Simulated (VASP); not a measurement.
# CdIn2O2 (Ibam) in VASP: single point with PBE

Aim: the single point of CdIn2O2 with PBE.

Program: VASP 6.6.1. These are calculated values, not measurements. Logs are shortened: lines on timing, memory, paths and dates and some standing lists are left out, and cuts for length are marked.

## Step 1: The cell of the first run

It takes space group Ibam (No. 72, orthorhombic). Conventional cell: a = 6.322 Å, b = 10.133 Å, c = 6.290 Å, α = 90.00°, β = 90.00°, γ = 90.00°. Cd (site symmetry 222) has 4 O at 2.25 Å within 3.0 Å. In (site symmetry m) has 2 O at 2.23 to 2.27 Å within 2.9 Å. O (site symmetry m) has 2 In at 2.23 to 2.27 Å and 2 Cd at 2.25 Å within 2.9 Å.

## Step 2: Single point, PBE

INCAR reads:

```
PREC = Accurate ; ENCUT = 600
EDIFF = 1E-6 ; ISMEAR = 0
SIGMA = 0.15 ; LREAL = F
LASPH = T ; NELM = 120
ALGO = Normal ; ISIF = 2
LWAVE = F ; LCHARG = F
GGA = PE ; NBANDS = 69
GGA_COMPAT = F
```

KPOINTS reads:

```
Automatic mesh
0
Gamma
  3 3 3
```

POSCAR reads:

```
CdIn2O2
1.0
   -3.1607552429      5.0663247741      3.1451709178
    3.1607552429     -5.0663247741      3.1451709178
    3.1607552429      5.0663247741     -3.1451709178
Cd In O
2 4 4
Direct
    0.2500000000      0.2500000000      0.0000000000
    0.7500000000      0.7500000000      0.0000000000
    0.1524788377      0.5394897818      0.6919686196
    0.3475211623      1.0394897818      0.3870109441
    0.6524788377     -0.0394897818      0.6129890559
    0.8475211623      0.4605102182      0.3080313804
    0.1436163629      0.8912286918      1.0348450547
    0.6436163629      0.6087713082      0.2523876711
    0.3563836371      0.3912286918      0.7476123289
    0.8563836371      0.1087713082     -0.0348450547
```

Potentials or basis: VASP PAW PBE potentials, release 64 (Cd_sv_GW, In_d, O).

Launch:

```sh
cat potpaw_PBE.64/Cd_sv_GW/POTCAR potpaw_PBE.64/In_d/POTCAR potpaw_PBE.64/O/POTCAR > POTCAR
mpirun -np 1 vasp_std > vasp.out
```

OUTCAR:

```text
PREC = Accurate
   ENCUT = 600
   EDIFF = 1E-6
   ISMEAR = 0
   LREAL = F
   LASPH = T
   NELM = 120
   ISIF = 2
   GGA = PE

 ion  position               nearest neighbor table
   1  0.250  0.250  0.000-   7 2.25  10 2.25   8 2.25   9 2.25
   2  0.750  0.750  0.000-  10 2.25   7 2.25   9 2.25   8 2.25
   3  0.152  0.539  0.692-   7 2.23   9 2.27   6 3.13   5 3.18   5 3.18   4 3.73   4 3.73
   4  0.348  0.039  0.387-   9 2.23   7 2.27   5 3.13   6 3.18   6 3.18   3 3.73   3 3.73
   5  0.652  0.961  0.613-   8 2.23  10 2.27   4 3.13   3 3.18   3 3.18   6 3.73   6 3.73
   6  0.848  0.461  0.308-  10 2.23   8 2.27   3 3.13   4 3.18   4 3.18   5 3.73   5 3.73
   7  0.144  0.891  0.035-   3 2.23   1 2.25   2 2.25   4 2.27
   8  0.644  0.609  0.252-   5 2.23   1 2.25   2 2.25   6 2.27
   9  0.356  0.391  0.748-   4 2.23   2 2.25   1 2.25   3 2.27
  10  0.856  0.109  0.965-   6 2.23   2 2.25   1 2.25   5 2.27

  LATTYP: Found a body centered orthorhombic cell.
 ALAT       =     6.2903418356
 B/A-ratio  =     1.0049550010
 C/A-ratio  =     1.6108265358

  Lattice vectors:

 A1 = (   3.1607552429,   5.0663247741,  -3.1451709178)
 A2 = (  -3.1607552429,   5.0663247741,   3.1451709178)
 A3 = (   3.1607552429,  -5.0663247741,   3.1451709178)

Analysis of symmetry for initial positions (statically):
=====================================================================
 Subroutine PRICEL returns:
 Original cell was already a primitive cell.

 Routine SETGRP: Setting up the symmetry group for a
 body centered orthorhombic supercell.

 Subroutine GETGRP returns: Found  8 space group operations
 (whereof  4 operations were pure point group operations)
 out of a pool of  8 trial point group operations.

The static configuration has the point symmetry C_2h.
 The point group associated with its full space group is D_2h.

Analysis of symmetry for dynamics (positions and initial velocities):
=====================================================================
 Subroutine PRICEL returns:
 Original cell was already a primitive cell.

 Routine SETGRP: Setting up the symmetry group for a
 body centered orthorhombic supercell.

 Subroutine GETGRP returns: Found  8 space group operations
 (whereof  4 operations were pure point group operations)
 out of a pool of  8 trial point group operations.

The dynamic configuration has the point symmetry C_2h.
 The point group associated with its full space group is D_2h.

 Subroutine INISYM returns: Found  8 space group operations
 (whereof  4 operations are pure point group operations),
 and found     1 'primitive' translations

----------------------------------------------------------------------------------------

                                     Primitive cell

  volume of cell :     201.4597

  direct lattice vectors                    reciprocal lattice vectors
    -3.160755243  5.066324774  3.145170918     0.000000000  0.098690870  0.158973872
     3.160755243 -5.066324774  3.145170918     0.158190041  0.000000000  0.158973872
     3.160755243  5.066324774 -3.145170918     0.158190041  0.098690870  0.000000000

  length of vectors
     6.749082940  6.749082940  6.749082940     0.187116488  0.224269438  0.186451004

  position of ions in fractional coordinates (direct lattice)
     0.250000000  0.250000000  0.000000000
     0.750000000  0.750000000  0.000000000
     0.152478838  0.539489782  0.691968620
     0.347521162  0.039489782  0.387010944
     0.652478838  0.960510218  0.612989056
     0.847521162  0.460510218  0.308031380
     0.143616363  0.891228692  0.034845055
     0.643616363  0.608771308  0.252387671
     0.356383637  0.391228692  0.747612329
     0.856383637  0.108771308  0.965154945

  ion indices of the primitive-cell ions
   primitive index   ion index
                 1           1
                 2           2
                 3           3
                 4           4
                 5           5
                 6           6
                 7           7
                 8           8
                 9           9
                10          10

----------------------------------------------------------------------------------------

 KPOINTS: Automatic mesh

Automatic generation of k-mesh.
 Grid dimensions read from file:
 generate k-points for:    3    3    3

 Generating k-lattice:

  Cartesian coordinates                     Fractional coordinates (reciprocal lattice)
     0.000000000  0.032896957  0.052991291     0.333333333  0.000000000 -0.000000000
     0.052730014  0.000000000  0.052991291     0.000000000  0.333333333 -0.000000000
     0.052730014  0.032896957  0.000000000     0.000000000  0.000000000  0.333333333

  Length of vectors
     0.062372163  0.074756479  0.062150335

  Shift w.r.t. Gamma in fractional coordinates (k-lattice)
     0.000000000  0.000000000  0.000000000

 Subroutine IBZKPT returns following result:
 ===========================================

 Found      8 irreducible k-points:

 Following reciprocal coordinates:
            Coordinates               Weight
  0.000000  0.000000  0.000000      1.000000
  0.333333  0.000000  0.000000      4.000000
 -0.000000  0.333333  0.000000      4.000000
  0.333333  0.333333  0.000000      8.000000
 -0.333333  0.333333  0.000000      4.000000
 -0.333333  0.333333  0.333333      2.000000
  0.333333 -0.333333  0.333333      2.000000
 -0.333333 -0.333333  0.333333      2.000000
   k-points           NKPTS =      8   k-points in BZ     NKDIM =      8   number of bands    NBANDS=     69
   number of dos      NEDOS =    301   number of ions     NIONS =     10
   total plane-waves  NPLWV = 157464
   dimension x,y,z NGX =    54 NGY =   54 NGZ =   54
   dimension x,y,z NGXF=   108 NGYF=  108 NGZF=  108
   ions per type =               2   4   4
   NGX,Y,Z   is equivalent  to a cutoff of  13.30, 13.30, 13.30 a.u.
   NGXF,Y,Z  is equivalent  to a cutoff of  26.60, 26.60, 26.60 a.u.
 SYSTEM =  unknown system
   PREC   = accura    normal or accurate (medium, high low for compatibility)
   ISTART =      0    job   : 0-new  1-cont  2-samecut
   ICHARG =      2    charge: 1-file 2-atom 10-const
   ISPIN  =      1    spin polarized calculation?
   LNONCOLLINEAR =      F non collinear calculations
   LSORBIT =      F    spin-orbit coupling
   LASPH  =      T    aspherical Exc in radial PAW
   ENCUT  =  600.0 eV  44.10 Ry    6.64 a.u.  13.48 13.48 13.48*2*pi/ulx,y,z
   NELM   =    120;   NELMIN=  2; NELMDL= -5     # of ELM steps
   EDIFF  = 0.1E-05   stopping-criterion for ELM
   LREAL  =      F    real-space projection
   EDIFFG = 0.1E-04   stopping-criterion for IOM
   NSW    =      0    number of steps for IOM
   IBRION =     -1    ionic relax: 0-MD 1-quasi-New 2-CG
   NFREE  =      0    steps in history (QN), initial steepest desc. (CG)
   ISIF   =      2    stress and relaxation
   ISYM   =      2    0-nonsym 1-usesym 2-fastsym
   POTIM  = 0.5000    time-step for ionic-motion
   TEBEG  =    0.0;   TEEND  =   0.0 temperature during run
   PSTRESS=    0.0 pullay stress
   NELECT =     116.0000    total number of electrons
   NUPDOWN=      -1.0000    fix difference up-down
   EMIN   =  10.00;   EMAX   =-10.00  energy-range for DOS
   EFERMI =   0.00;   METHOD = LEGACY
   ISMEAR =     0;   SIGMA  =   0.15  broadening in eV -4-tet -1-fermi 0-gaus
   EFERMI_NEDOS =   21; number of points for ismear=-14 and -15
   IALGO  =     38    algorithm
   IMIX   =      4    mixing-type and parameters
     AMIX     =   0.40;   BMIX     =  1.00
     AMIX_MAG =   1.60;   BMIX_MAG =  1.00
  volume/ion in A,a.u.               =      20.15       135.95
  Fermi-wavevector in a.u.,A,eV,Ry     =   1.361961  2.573734 25.237973  1.854939
  Thomas-Fermi vector in A             =   2.488492
   LORBIT       =      0    0 simple, 1 ext, 2 COOP (PROOUT), +10 PAW based schemes
   GGA     = PE    functional components
   LHFCALC =     F    Hartree Fock is set to
   AEXX    =    0.0000 exact exchange contribution
   IVDW    =     0    specifies the selected vdW correction
   LEPSILON=     F    determine dielectric tensor
   LRPA    =     F    only Hartree local field effects (RPA)
 non-spin polarized calculation
 Gauss-broadening in eV      SIGMA  =   0.15
  energy-cutoff  :      600.00
  volume of cell :      201.46
 maximum number of plane-waves:      6753
 NGX is ok and might be reduce to    54
   NGX = 27   NGY = 27   NGZ = 27

 number of electron     116.0000012 magnetization

 Free energy of the ion-electron system (eV)
  ---------------------------------------------------
  ext. energy  EPLUGINS =         0.00000000
  ---------------------------------------------------
  free energy    TOTEN  =       -39.74461745 eV

  energy without entropy =      -39.73743511  energy(sigma->0) =      -39.74102628

 E-fermi :   4.9799     XC(G=0):  -9.8414

 val. band max:        4.7885636686   @ k =   0.3333  -0.3333   0.3333
 cond. band min:       5.1115837835   @ k =  -0.3333   0.3333   0.3333
 fundamental gap:      0.3230201150
 Fermi energy:         4.9799115743

 k-point     1 :       0.0000    0.0000    0.0000
  band No.  band energies     occupation
      1     -96.9047      2.00000
      2     -96.9038      2.00000
      3     -58.0950      2.00000
      4     -58.0937      2.00000
      5     -57.9486      2.00000
      6     -57.9300      2.00000
[... 61 lines left out ...]
     68      10.5754      0.00000
     69      10.9618      0.00000

 k-point     2 :       0.3333    0.0000    0.0000
  band No.  band energies     occupation
      1     -96.9045      2.00000
      2     -96.9040      2.00000
      3     -58.0946      2.00000
      4     -58.0940      2.00000
      5     -57.9439      2.00000
      6     -57.9346      2.00000
[... 421 lines left out ...]
     68      10.4343      0.00000
     69      11.5049      0.00000

 k-point     8 :      -0.3333   -0.3333    0.3333
  band No.  band energies     occupation
      1     -96.9045      2.00000
      2     -96.9040      2.00000
      3     -58.0946      2.00000
      4     -58.0940      2.00000
      5     -57.9439      2.00000
      6     -57.9346      2.00000
[... 61 lines left out ...]
     68      10.7633      0.00000
     69      11.1931      0.00000

------------------------ aborting loop because EDIFF is reached ----------------------------------------

  FORCE on cell =-STRESS in cart. coord.  units (eV):
  Direction    XX          YY          ZZ          XY          YZ          ZX
  --------------------------------------------------------------------------------------
  -------------------------------------------------------------------------------------
  Total       -0.1638841     -0.3079197     -0.2994346     -0.0000000      0.0000000      0.0000000
  in kB       -1.3033449     -2.4488375     -2.3813562     -0.0000000      0.0000000      0.0000000
  external PRESSURE =      -2.0445129 kB  Pullay stress =       0.0000000 kB

 VOLUME and BASIS-vectors are now :
 -----------------------------------------------------------------------------
  energy-cutoff  :      600.00
  volume of cell :      201.46
      direct lattice vectors                 reciprocal lattice vectors
    -3.160755243  5.066324774  3.145170918     0.000000000  0.098690870  0.158973872
     3.160755243 -5.066324774  3.145170918     0.158190041  0.000000000  0.158973872
     3.160755243  5.066324774 -3.145170918     0.158190041  0.098690870  0.000000000

 POSITION                                       TOTAL-FORCE (eV/Angst)
 -----------------------------------------------------------------------------------
      0.00000      0.00000      1.57259        -0.000000     -0.000000      0.000000
      0.00000      0.00000      4.71776        -0.000000     -0.000000      0.000000
      3.41039      1.54501     -0.00000        -0.019670     -0.016046      0.000000
      0.24964      3.52131      0.00000        -0.019670      0.016046      0.000000
      2.91112      1.54501      3.14517         0.019670     -0.016046     -0.000000
     -0.24964      3.52131      3.14517         0.019670      0.016046      0.000000
      2.47316     -3.61111      3.14517         0.028243     -0.018897     -0.000000
      0.68760      1.45521      3.14517        -0.028243     -0.018897      0.000000
      2.47316      3.61111      0.00000         0.028243      0.018897     -0.000000
      0.68760      8.67744      0.00000        -0.028243      0.018897      0.000000
 -----------------------------------------------------------------------------------
    total drift:                                0.000000     -0.000000      0.000000

  FREE ENERGIE OF THE ION-ELECTRON SYSTEM (eV)
  ---------------------------------------------------
  free  energy   TOTEN  =       -39.7446174540 eV

  energy  without entropy=      -39.7374351121  energy(sigma->0) =      -39.74102628
```

It took 2.5 min on 1 thread of Intel Xeon 6975P-C (Granite Rapids), shared host; peak memory 0.47 GiB.

Results:

```yaml
Free_energy: -39.7446 eV
Pressure: -0.2 GPa
Largest_force: 0.034 eV/Å
Band_gap_on_the_k_mesh: 0.32 eV (least direct gap 0.38 eV)
```

Forces on the atoms (eV/Å):
```
Cd   0.000  0.000  0.000
Cd   0.000  0.000  0.000
In  -0.020 -0.016  0.000
In  -0.020  0.016  0.000
In   0.020 -0.016  0.000
In   0.020  0.016  0.000
O    0.028 -0.019  0.000
O   -0.028 -0.019  0.000
O    0.028  0.019  0.000
O   -0.028  0.019  0.000
```

Caveat: spin-orbit coupling is left out, which moves the levels of the heavy elements; an odd mesh through Γ misses points on the zone boundary, where band edges can lie.
